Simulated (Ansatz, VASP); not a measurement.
**KF: VASP beside Ansatz**

File INCAR:

```
PREC = Accurate
ENCUT = 520
EDIFF = 1E-7
ISMEAR = 0
SIGMA = 0.05
LREAL = False
LASPH = True
NELM = 80
ALGO = Normal
ISIF = 2
LWAVE = False
LCHARG = False
GGA = PE
NBANDS = 15
```

KPOINTS

```
regular mesh
0
Gamma
  8 8 8
```

Contents of POSCAR:

```
KF
1.0
   -0.1278181870      2.6111429635      2.6111429635
    2.6111429635     -0.1278181870      2.6111429635
    2.6111429635      2.6111429635     -0.1278181870
K F
1 1
Direct
    0.0000000000      0.0000000000      0.0000000000
    0.5000000000      0.5000000000      0.5000000000
```

Input for Ansatz:

```yaml
crystal:
  lattice:
    - [-0.127818187, 2.6111429635, 2.6111429635]
    - [2.6111429635, -0.127818187, 2.6111429635]
    - [2.6111429635, 2.6111429635, -0.127818187]
  atoms:
    - { symbol: K, position: [0.0, 0.0, 0.0] }
    - { symbol: F, position: [0.5, 0.5, 0.5] }
basis:
  ecutwfc: 420
kpoints:
  mp_grid: { grid: [8, 8, 8] }
hamiltonian:
  xc: pbe
scf:
  occupations: { method: gaussian, width: 0.05 }
output:
  forces: true
  stress: true
  eigenvalues: true
```

Alike in both runs: task single point; functional PBE; k mesh 8 × 8 × 8; occupations gaussian, width 0.05 eV; no spin polarisation.

|  | VASP | Ansatz |
| --- | --- | --- |
| version | VASP 6.6.1 | Ansatz 0.2.0 |
| potentials or method | VASP PAW PBE potentials, release 64 (K_sv, F), cutoff 520 eV | scalar-relativistic, plane waves, PAW |
| valence electrons in the cell | 16 | 16 |

|  | VASP | Ansatz | Ansatz less VASP |
| --- | --- | --- | --- |
| gap on the k mesh at the Fermi level (eV) | 6.09 | 6.11 | +0.016 |
| least direct gap on the mesh (eV) | 6.09 | 6.11 | +0.016 |
| pressure (GPa) | 1.3 | 1.2 | -0.04 |
| traceless stress, the component that is largest in VASP (GPa) | 0.53 | 0.54 | +0.009 |
